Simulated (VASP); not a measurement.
Wanted: the native input for a VASP 6.6.1 run.

* Task: single point
* Functional: r2SCAN
* Potentials or basis: VASP PAW PBE potentials, release 64 (Ba_sv, Zr_sv, O)
* Cutoff: 520 eV
* k mesh: 6 × 6 × 6
* Occupations: gaussian, width 0.01 eV
* Spin: no spin polarisation
* Dipole correction: no
* Further INCAR settings: ALGO = Normal; EDIFF = 1e-06; NBANDS = 28

Crystal: BaZrO3.

```
Ba Zr O
1.0
     4.12125    0.00000    0.00000
     0.00000    4.12125    0.00000
     0.00000    0.00000    4.12125
Ba Zr O
1 1 3
Direct
  0.00000 0.00000 0.00000
  0.50000 0.50000 0.50000
  0.50000 0.50000 0.00000
  0.50000 0.00000 0.50000
  0.00000 0.50000 0.50000
```

This cell differs from its parent crystal: strain -2.0%.

One way to write it, as run:

POSCAR

```
BaZrO3
1.0
    4.1212480778      0.0000000000      0.0000000000
    0.0000000000      4.1212480778      0.0000000000
    0.0000000000      0.0000000000      4.1212480778
Ba Zr O
1 1 3
Direct
    0.0000000000      0.0000000000      0.0000000000
    0.5000000000      0.5000000000      0.5000000000
    0.5000000000      0.5000000000      0.0000000000
    0.5000000000      0.0000000000      0.5000000000
    0.0000000000      0.5000000000      0.5000000000
```

INCAR.step1

```
SYSTEM = BaZrO3
  PREC = Accurate
  ENCUT = 520
  ISMEAR = 0
  SIGMA = 0.01
  LREAL = .False.
  LASPH = .True.
  NELM = 100
  NBANDS = 28
  GGA = PE
  ALGO = Normal
  EDIFF = 1E-4
  LWAVE = .True.
  LCHARG = .False.
```

INCAR.step2

```
SYSTEM = BaZrO3
  PREC = Accurate
  ENCUT = 520
  EDIFF = 1E-6
  ISMEAR = 0
  SIGMA = 0.01
  LREAL = .False.
  LASPH = .True.
  NELM = 100
  ALGO = Normal
  ISIF = 2
  LWAVE = .False.
  LCHARG = .True.
  METAGGA = R2SCAN
  LMIXTAU = .True.
  LELF = .True.
  LVHAR = .True.
  NBANDS = 28
  ISTART = 1
```

KPOINTS

```
Automatic mesh
0
Gamma
  6 6 6
  0 0 0
```

Potentials or basis: VASP PAW PBE potentials, release 64 (Ba_sv, Zr_sv, O).

The run is started by

```console
$ cat potpaw_PBE.64/Ba_sv/POTCAR potpaw_PBE.64/Zr_sv/POTCAR potpaw_PBE.64/O/POTCAR > POTCAR
$ cp INCAR.step1 INCAR
$ mpirun -np 1 vasp_std > vasp.out
$ cp INCAR.step2 INCAR
$ mpirun -np 1 vasp_std > vasp.out
```

It gave:

```json
{
 "Pressure": "12.6 GPa",
 "Band gap on the k mesh": "3.82 eV (least direct gap 4.00 eV)"
}
```

Caveat: the cell differs from its parent crystal (strain -2.0%); the cell stands under pressure; the PAW data sets were made with another functional, which shifts forces and pressure a little; spin-orbit coupling is left out, which moves the levels of the heavy elements.

Wall time 3.4 min on 1 thread of Intel Xeon 8259CL (shared host), peak memory 0.21 GiB.
